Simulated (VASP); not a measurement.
# LaP (R-3m) in VASP: notebook, part 2 of 2

VASP 6.6.1. Earlier steps stand in the parts before.

### Step 3. Single point, LDA (equal xy, yz and zx shear strains of -1 %)

Contents of INCAR:

```
SYSTEM = LaP
PREC     = Accurate       ! precision mode
ENCUT    = 520            ! plane-wave cutoff, eV
EDIFF    = 1E-6           ! SCF threshold, eV
ISMEAR   = -1             ! smearing method
SIGMA    = 0.03           ! smearing width, eV
LREAL    = .FALSE.        ! projectors in reciprocal space
LASPH    = .TRUE.         ! aspherical terms in the spheres
NELM     = 100            ! most SCF steps
ALGO     = Normal         ! electronic algorithm
ISIF     = 2              ! what is computed and relaxed
LWAVE    = .FALSE.        ! write WAVECAR
LCHARG   = .TRUE.         ! write CHGCAR
LELF     = .TRUE.         ! ELF
LVHAR    = .TRUE.       
NBANDS   = 15             ! bands
```

Contents of KPOINTS:

```
regular mesh
0
G
  10 10 10
  0 0 0
```

Contents of POSCAR:

```
LaP
1.0
   -0.0301250000      2.9974375000      2.9974375000
    2.9974375000     -0.0301250000      2.9974375000
    2.9974375000      2.9974375000     -0.0301250000
La P
1 1
Direct
    0.0000000000      0.0000000000      0.0000000000
    0.5000000000      0.5000000000      0.5000000000
```

Potentials or basis: VASP PAW LDA potentials, release 64 (La, P).

On the command line:

```console
$ cat potpaw_LDA.64/La/POTCAR potpaw_LDA.64/P/POTCAR > POTCAR
$ mpirun -np 1 vasp_std > vasp.out
```

OUTCAR:

```text
SYSTEM = LaP
   PREC = Accurate
   ENCUT = 520
   EDIFF = 1E-6
   ISMEAR = -1
   LREAL = .FALSE.
   LASPH = .TRUE.
   NELM = 100
   ISIF = 2

 ion  position               nearest neighbor table
   1  0.000  0.000  0.000-   2 3.01   2 3.01   2 3.01   2 3.01   2 3.01   2 3.01
   2  0.500  0.500  0.500-   1 3.01   1 3.01   1 3.01   1 3.01   1 3.01   1 3.01

  LATTYP: Found a trigonal (rhomboedric) cell.
 ALAT       =     4.2391238067
 COS(alpha) =     0.4899250057

  Lattice vectors:

[... 618 lines left out ...]
------------------------ aborting loop because EDIFF is reached ----------------------------------------

  FORCE on cell =-STRESS in cart. coord.  units (eV):
  Direction    XX          YY          ZZ          XY          YZ          ZX
  --------------------------------------------------------------------------------------
  -------------------------------------------------------------------------------------
  Total       -1.1118858     -1.1118858     -1.1118858      0.1115132      0.1115132      0.1115132
  in kB      -32.5830914    -32.5830914    -32.5830914      3.2678226      3.2678226      3.2678226
  external PRESSURE =     -32.5830914 kB  Pullay stress =       0.0000000 kB

 VOLUME and BASIS-vectors are now :
 -----------------------------------------------------------------------------
  energy-cutoff  :      520.00
  volume of cell :       54.67
      direct lattice vectors                 reciprocal lattice vectors
    -0.030125000  2.997437500  2.997437500    -0.164315269  0.165983445  0.165983445
     2.997437500 -0.030125000  2.997437500     0.165983445 -0.164315269  0.165983445
     2.997437500  2.997437500 -0.030125000     0.165983445  0.165983445 -0.164315269

 POSITION                                       TOTAL-FORCE (eV/Angst)
 -----------------------------------------------------------------------------------
      0.00000      0.00000      0.00000         0.000000     -0.000000      0.000000
      2.98238      2.98238      2.98238        -0.000000      0.000000     -0.000000
 -----------------------------------------------------------------------------------
    total drift:                                0.000000     -0.000000     -0.000000

  FREE ENERGIE OF THE ION-ELECTRON SYSTEM (eV)
  ---------------------------------------------------
  free  energy   TOTEN  =       -14.6820117878 eV

  energy  without entropy=      -14.6811728396  energy(sigma->0) =      -14.68159231
```

OSZICAR:

```text
N       E                     dE             d eps       ncg     rms          rms(c)
DAV:   1     0.124651213133E+03    0.12465E+03   -0.57521E+03  3504   0.140E+03
DAV:   2    -0.545669210502E+00   -0.12520E+03   -0.11277E+03  4242   0.200E+02
DAV:   3    -0.143819454401E+02   -0.13836E+02   -0.13160E+02  4959   0.101E+02
DAV:   4    -0.150317877923E+02   -0.64984E+00   -0.64654E+00  6215   0.172E+01
DAV:   5    -0.150596448474E+02   -0.27857E-01   -0.27849E-01  4776   0.303E+00    0.422E+00
DAV:   6    -0.147069048570E+02    0.35274E+00   -0.14184E+00  6005   0.492E+00    0.285E+00
DAV:   7    -0.146878457764E+02    0.19059E-01   -0.69613E-02  6037   0.158E+00    0.136E+00
DAV:   8    -0.146824587526E+02    0.53870E-02   -0.13709E-02  6099   0.124E+00    0.211E-01
DAV:   9    -0.146820552646E+02    0.40349E-03   -0.15964E-03  6522   0.368E-01    0.131E-01
DAV:  10    -0.146820398867E+02    0.15378E-04   -0.67186E-04  6082   0.275E-01    0.458E-02
DAV:  11    -0.146820190571E+02    0.20830E-04   -0.37737E-04  6250   0.187E-01    0.162E-02
DAV:  12    -0.146820118637E+02    0.71934E-05   -0.58079E-05  6131   0.677E-02    0.311E-03
DAV:  13    -0.146820117878E+02    0.75877E-07   -0.98363E-07  3622   0.936E-03
   1 F= -.14682012E+02 E0= -.14681592E+02  d E =-.838948E-03
```

stdout:

```text
POSCAR found type information on POSCAR LaP
 POSCAR found :  2 types and       2 ions
 scaLAPACK will be used
 LDA part: xc-table for (Slater(with rela. corr.)+CA(PZ))
 , standard interpolation
 POSCAR, INCAR and KPOINTS ok, starting setup
 FFT: planning ... GRIDC
 FFT: planning ... GRID_SOFT
 FFT: planning ... GRID
 WAVECAR not read
 entering main loop
```

Wall time 2 min (1 thread of Intel Xeon 8259CL, shared host); peak memory 0.24 GiB.

Results:

| Quantity | Value |
| --- | --- |
| Free energy | -14.6820 eV |
| Pressure | -3.3 GPa |
| Band gap on the k mesh | zero (bands 8 and 9 overlap by 0.21 eV) |

Levels at points of the mesh, in eV from the Fermi level:
| k point | band 5 | band 6 | band 7 | band 8 | band 9 | band 10 | band 11 | band 12 |
| --- | --- | --- | --- | --- | --- | --- | --- | --- |
| (0.00, 0.00, 0.00) | -9.11 | 0.10 | 0.10 | 0.15 | 1.70 | 1.70 | 1.83 | 2.51 |
| (0.50, 0.00, 0.00) | -7.60 | -3.05 | -1.67 | -1.58 | 2.38 | 2.64 | 2.65 | 2.91 |
| (0.50, 0.50, 0.00) | -8.72 | -0.85 | -0.14 | -0.11 | -0.06 | 2.78 | 2.82 | 2.89 |
| (0.50, 0.50, 0.50) | -7.59 | -3.05 | -1.70 | -1.70 | 2.39 | 2.64 | 2.64 | 2.93 |

Caveat: the cell differs from its parent crystal (equal xy, yz and zx shear strains of -1 %); the cell stands under tension; spin-orbit coupling is left out, which moves the levels of the heavy elements.

### Step 4. Single point, LDA (equal xy, yz and zx shear strains of +1 %)

Contents of INCAR:

```
SYSTEM = LaP
ALGO = Normal
EDIFF = 1E-6
ENCUT = 520
GGA = CA
ISIF = 2
ISMEAR = -1
LASPH = .TRUE.
LCHARG = .FALSE.
LREAL = .FALSE.
LWAVE = .FALSE.
NBANDS = 15
NELM = 100
PREC = Accurate
SIGMA = 0.03
```

Contents of KPOINTS:

```
k-points
0
G
  10 10 10
  0 0 0
```

Contents of POSCAR:

```
LaP
1.0
    0.0301250000      3.0275625000      3.0275625000
    3.0275625000      0.0301250000      3.0275625000
    3.0275625000      3.0275625000      0.0301250000
La P
1 1
Direct
    0.0000000000      0.0000000000      0.0000000000
    0.5000000000      0.5000000000      0.5000000000
```

On the command line:

```console
$ cat potpaw_LDA.64/La/POTCAR potpaw_LDA.64/P/POTCAR > POTCAR
$ mpirun -np 1 vasp_std > vasp.out
```

Run time: 1.9 min. Hardware: 1 thread of Intel Xeon 8259CL, shared host; peak memory 0.25 GiB.

The run converged. Its results:

* Free energy: -14.6820 eV
* Pressure: -3.3 GPa
* Band gap on the k mesh: zero (bands 8 and 9 overlap by 0.19 eV)

Stress tensor (GPa, compression positive):
```
-3.26 -0.34 -0.34
-0.34 -3.26 -0.34
-0.34 -0.34 -3.26
```

Levels at points of the mesh, in eV from the Fermi level:
```tsv
k point	band 5	band 6	band 7	band 8	band 9	band 10	band 11	band 12
(0.00, 0.00, 0.00)	-9.11	0.08	0.13	0.13	1.65	1.79	1.79	2.51
(0.50, 0.00, 0.00)	-7.60	-3.05	-1.71	-1.62	2.38	2.64	2.65	2.92
(0.50, 0.50, 0.00)	-8.72	-0.85	-0.14	-0.11	-0.06	2.78	2.82	2.89
(0.50, 0.50, 0.50)	-7.61	-3.05	-1.58	-1.58	2.37	2.65	2.65	2.91
```

Caveat: the cell differs from its parent crystal (equal xy, yz and zx shear strains of +1 %); the cell stands under tension; spin-orbit coupling is left out, which moves the levels of the heavy elements.

### Step 5. Single point, LDA (equal xy, yz and zx shear strains of +2 %)

Contents of INCAR:

```
SYSTEM = LaP
  PREC = Accurate
  ENCUT = 520
  EDIFF = 1E-7
  ISMEAR = -1
  SIGMA = 0.03
  LREAL = .False.
  LASPH = .True.
  NELM = 60
  ALGO = Normal
  ISIF = 2
  LWAVE = .False.
  LCHARG = .False.
  GGA = CA
  NBANDS = 15
```

Contents of KPOINTS:

```
regular mesh
0
Gamma
  10 10 10
  0 0 0
```

Contents of POSCAR:

```
LaP
1.0
    0.0602500000      3.0426250000      3.0426250000
    3.0426250000      0.0602500000      3.0426250000
    3.0426250000      3.0426250000      0.0602500000
La P
1 1
Direct
    0.0000000000      0.0000000000      0.0000000000
    0.5000000000      0.5000000000      0.5000000000
```

Potentials or basis: VASP PAW LDA potentials, release 64 (La, P).

On the command line:

```console
$ cat potpaw_LDA.64/La/POTCAR potpaw_LDA.64/P/POTCAR > POTCAR
$ mpirun -np 1 vasp_std > vasp.out
```

OUTCAR:

```text
SYSTEM = LaP
   PREC = Accurate
   ENCUT = 520
   EDIFF = 1E-7
   ISMEAR = -1
   LREAL = .False.
   LASPH = .True.
   NELM = 60
   ISIF = 2
   GGA = CA

 ion  position               nearest neighbor table
   1  0.000  0.000  0.000-   2 3.01   2 3.01   2 3.01   2 3.01   2 3.01   2 3.01
   2  0.500  0.500  0.500-   1 3.01   1 3.01   1 3.01   1 3.01   1 3.01   1 3.01

  LATTYP: Found a trigonal (rhomboedric) cell.
 ALAT       =     4.3033433332
 COS(alpha) =     0.5197000882

[... 619 lines left out ...]

------------------------ aborting loop because EDIFF is reached ----------------------------------------

  FORCE on cell =-STRESS in cart. coord.  units (eV):
  Direction    XX          YY          ZZ          XY          YZ          ZX
  --------------------------------------------------------------------------------------
  -------------------------------------------------------------------------------------
  Total       -1.1175438     -1.1175438     -1.1175438     -0.2382533     -0.2382533     -0.2382533
  in kB      -32.7561935    -32.7561935    -32.7561935     -6.9834134     -6.9834134     -6.9834134
  external PRESSURE =     -32.7561935 kB  Pullay stress =       0.0000000 kB

 VOLUME and BASIS-vectors are now :
 -----------------------------------------------------------------------------
  energy-cutoff  :      520.00
  volume of cell :       54.66
      direct lattice vectors                 reciprocal lattice vectors
     0.060250000  3.042625000  3.042625000    -0.169295263  0.166007977  0.166007977
     3.042625000  0.060250000  3.042625000     0.166007977 -0.169295263  0.166007977
     3.042625000  3.042625000  0.060250000     0.166007977  0.166007977 -0.169295263

 POSITION                                       TOTAL-FORCE (eV/Angst)
 -----------------------------------------------------------------------------------
      0.00000      0.00000      0.00000         0.000000     -0.000000     -0.000000
      3.07275      3.07275      3.07275         0.000000      0.000000      0.000000
 -----------------------------------------------------------------------------------
    total drift:                                0.000000     -0.000000     -0.000000

  FREE ENERGIE OF THE ION-ELECTRON SYSTEM (eV)
  ---------------------------------------------------
  free  energy   TOTEN  =       -14.6769572177 eV

  energy  without entropy=      -14.6761395825  energy(sigma->0) =      -14.67654840
```

OSZICAR:

```text
N       E                     dE             d eps       ncg     rms          rms(c)
DAV:   1     0.124270663470E+03    0.12427E+03   -0.57316E+03  3504   0.138E+03
DAV:   2    -0.116762124054E+01   -0.12544E+03   -0.11372E+03  4311   0.199E+02
DAV:   3    -0.143880909936E+02   -0.13220E+02   -0.12542E+02  5058   0.987E+01
DAV:   4    -0.150291875701E+02   -0.64110E+00   -0.63838E+00  6197   0.175E+01
DAV:   5    -0.150541363099E+02   -0.24949E-01   -0.24943E-01  4804   0.292E+00    0.422E+00
DAV:   6    -0.147018035126E+02    0.35233E+00   -0.14253E+00  5960   0.496E+00    0.285E+00
DAV:   7    -0.146828054891E+02    0.18998E-01   -0.69509E-02  6032   0.160E+00    0.136E+00
DAV:   8    -0.146773916407E+02    0.54138E-02   -0.13516E-02  6148   0.124E+00    0.210E-01
DAV:   9    -0.146769978257E+02    0.39382E-03   -0.15802E-03  6456   0.367E-01    0.130E-01
DAV:  10    -0.146769812563E+02    0.16569E-04   -0.61474E-04  6035   0.263E-01    0.445E-02
DAV:  11    -0.146769641361E+02    0.17120E-04   -0.33728E-04  6192   0.179E-01    0.156E-02
DAV:  12    -0.146769573173E+02    0.68188E-05   -0.55106E-05  6198   0.660E-02    0.309E-03
DAV:  13    -0.146769572641E+02    0.53290E-07   -0.13171E-06  5307   0.950E-03    0.165E-03
DAV:  14    -0.146769572177E+02    0.46361E-07   -0.49810E-07  5915   0.500E-03
   1 F= -.14676957E+02 E0= -.14676548E+02  d E =-.817635E-03
```

It took 2.1 min on 1 thread of Intel Xeon 8259CL, shared host; peak memory 0.25 GiB.

What came out:

```
Free energy            : -14.6770 eV
Pressure               : -3.3 GPa
Band gap on the k mesh : zero (bands 8 and 9 overlap by 0.19 eV)
```

Stress tensor (GPa, compression positive):
```
-3.28 -0.70 -0.70
-0.70 -3.28 -0.70
-0.70 -0.70 -3.28
```

Caveat: the cell differs from its parent crystal (equal xy, yz and zx shear strains of +2 %); the cell stands under tension; spin-orbit coupling is left out, which moves the levels of the heavy elements.

### Step 6. Summary

| cell | gap on the mesh (eV) | pressure (GPa) |
| --- | --- | --- |
| a = 4.218 Å, angles 61.3°, 2 atoms | none | -3.3 |
| a = 4.239 Å, angles 60.7°, 2 atoms | none | -3.3 |
| a = 4.282 Å, angles 59.3°, 2 atoms | none | -3.3 |
| a = 4.303 Å, angles 58.7°, 2 atoms | none | -3.3 |

Alike in all rows: task single point; level LDA; potentials or basis VASP PAW LDA potentials, release 64 (La, P); no spin polarisation; k mesh 10 × 10 × 10; cutoff (eV) 520; smearing fermi-dirac 0.03 eV.

Caveats: the cell stands under tension; spin-orbit coupling is left out, which moves the levels of the heavy elements.

Absolute energies hang on the potentials; compare differences alone.
